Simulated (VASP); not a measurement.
Input of a VASP 6.6.1 run:

Contents of INCAR:

```
SYSTEM = MnO
PREC = Accurate ; ENCUT = 520
EDIFF = 1E-6 ; ISMEAR = 0
SIGMA = 0.05 ; LREAL = .FALSE.
LASPH = .TRUE. ; NELM = 150
ALGO = Normal ; ISIF = 2
LWAVE = .FALSE. ; LCHARG = .TRUE.
ISPIN = 2 ; MAGMOM = 4.72 0.18
LORBIT = 11 ; LMAXMIX = 4
LDAU = .TRUE. ; LDAUTYPE = 2
LDAUL = 2 -1 ; LDAUU = 3.9 0
LDAUJ = 0 0 ; LDAUPRINT = 1
GGA = RP ; IVDW = 13
LELF = .TRUE. ; LVHAR = .TRUE.
NBANDS = 20
```

Contents of KPOINTS:

```
Automatic mesh
0
G
  10 10 10
  0 0 0
```

Contents of POSCAR:

```
MnO
1.0
    0.0000000000      2.2288111367      2.2288111367
    2.2288111367      0.0000000000      2.2288111367
    2.2288111367      2.2288111367      0.0000000000
Mn O
1 1
Direct
    0.0000000000      0.0000000000      0.0000000000
    0.5000000000      0.5000000000      0.5000000000
```

Potentials or basis: VASP PAW PBE potentials, release 64 (Mn_pv, O).

Launch:

```sh
$ cat potpaw_PBE.64/Mn_pv/POTCAR potpaw_PBE.64/O/POTCAR > POTCAR
$ mpirun -np 1 vasp_std > vasp.out
```

Problem. Predict the dispersion energy per atom.

Solution. -0.667 eV.

Problem. What does it give for the pressure?

Solution. 4.6 GPa.

Eigenvalues of the final occupation matrices:
```csv
site,spin,trace,eigenvalues
site 1 d,1,4.78,0.94 0.94 0.94 0.98 0.98
site 1 d,2,0.20,0.02 0.02 0.02 0.07 0.07
```

Caveat: the cell stands under pressure; the PAW data sets were made with another functional, which shifts forces and pressure a little; a cell with one magnetic atom can't hold antiferromagnetic order, which such compounds often take. The state reached can hang on the start; a lower one may exist.
